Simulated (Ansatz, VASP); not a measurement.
## One calculation of MgZn4Te, two programs

```
Mg Zn Te
1.0
     0.00000    3.80963    3.80963
     3.80963    0.00000    3.80963
     3.80963    3.80963    0.00000
Mg Zn Te
1 4 1
Direct
  0.00000 0.00000 0.00000
  0.13034 0.62322 0.62322
  0.62322 0.13034 0.62322
  0.62322 0.62322 0.62322
  0.62322 0.62322 0.13034
  0.25000 0.25000 0.25000
```

Change from the starting cell: species swapped into the LaMgNi4 type (F-43m, No. 216).

Alike in both runs: task relaxation of cell and atoms; functional PBE; k mesh 8 × 8 × 8; occupations gaussian, width 0.1 eV; no spin polarisation.

|  | VASP | Ansatz |
| --- | --- | --- |
| version | VASP 6.6.1 | Ansatz 0.2.0 |
| potentials or method | VASP PAW PBE potentials, release 64 (Mg, Zn, Te), cutoff 600 eV | scalar-relativistic, plane waves, PAW |
| valence electrons in the cell | 56 | 74 |

```csv
,VASP,Ansatz,Ansatz less VASP
"gap on the k mesh at the Fermi level, each at its own relaxed structure (eV)",none,none,-
relaxed volume (Å³/atom),18.97,18.96,-0.015
relaxed cell length with the largest relative difference (Å),5.440,5.439,-0.0015
```

A gap of «none» marks a metal or a gap that the smearing closes. VASP's potentials hold 56 valence electrons a cell and Ansatz's 74, so a difference there can come from the potentials and not from the codes.

Spin-orbit coupling is off throughout.
